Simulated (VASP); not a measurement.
**CoO: single point with PBE+U**

The system is CoO.

```xyz
4
Lattice="3.1976 0.0000 0.0000 -1.5988 2.7692 0.0000 0.0000 0.0000 5.2287" Properties=species:S:1:pos:R:3 pbc="T T T"
Co    0.0000    0.0000    0.0182
Co    0.0000    1.8462    2.6319
O     0.0000    0.0000    1.9430
O     0.0000    1.8462    4.5571
```

- Program: VASP 6.6.1
- Task: single point
- Functional: PBE
- Potentials or basis: VASP PAW PBE potentials, release 64 (Co, O)
- Cutoff: 520 eV
- k mesh: 12 × 12 × 8
- Occupations: gaussian, width 0.02 eV
- Spin: no spin polarisation
- Hubbard terms: Co d U = 3.32 eV

The pressure is -16.4 GPa and the largest force is 0.045 eV/Å. The band gap on the k mesh is zero (bands 15 and 16 overlap by 1.42 eV).

Forces in eV/Å, atoms in the order of the input:
```
Co   0.000  0.000 -0.042
Co   0.000  0.000 -0.038
O    0.000  0.000  0.035
O    0.000  0.000  0.045
```

Stress tensor (GPa, compression positive):
```
-18.59   0.00   0.00
  0.00 -18.59   0.00
  0.00   0.00 -12.01
```

Levels at points of the mesh, in eV from the Fermi level:
```csv
k point,band 12,band 13,band 14,band 15,band 16,band 17,band 18,band 19
"(0.00, 0.00, 0.00)",-1.68,-0.98,0.41,0.41,0.50,1.32,1.41,1.41
"(0.50, 0.00, 0.00)",-1.70,-1.08,-0.87,-0.54,-0.38,0.33,0.63,6.11
"(0.00, 0.00, 0.50)",-1.95,0.10,0.10,0.90,0.90,0.90,0.90,3.03
"(0.50, 0.00, 0.50)",-1.62,-1.08,-1.08,0.11,0.11,0.14,0.14,5.96
```

Eigenvalues of the final occupation matrices:
```csv
site,spin,trace,eigenvalues
site 1 d,1,3.71,0.62 0.62 0.62 0.92 0.92
site 1 d,2,3.71,0.62 0.62 0.62 0.92 0.92
site 2 d,1,3.71,0.62 0.62 0.62 0.92 0.92
site 2 d,2,3.71,0.62 0.62 0.62 0.92 0.92
```

It took 66 s on 1 thread of Intel(R) Xeon(R) Platinum 8488C (Sapphire Rapids), with other jobs on the host, peak memory 0.25 GiB.

Caveat: the cell stands under tension; the run has no spin polarisation, though such a crystal can be magnetic; U without spin polarisation on a metal has little footing. Spin polarisation is off, so any magnetic state and its effect on volume and gap are missing.
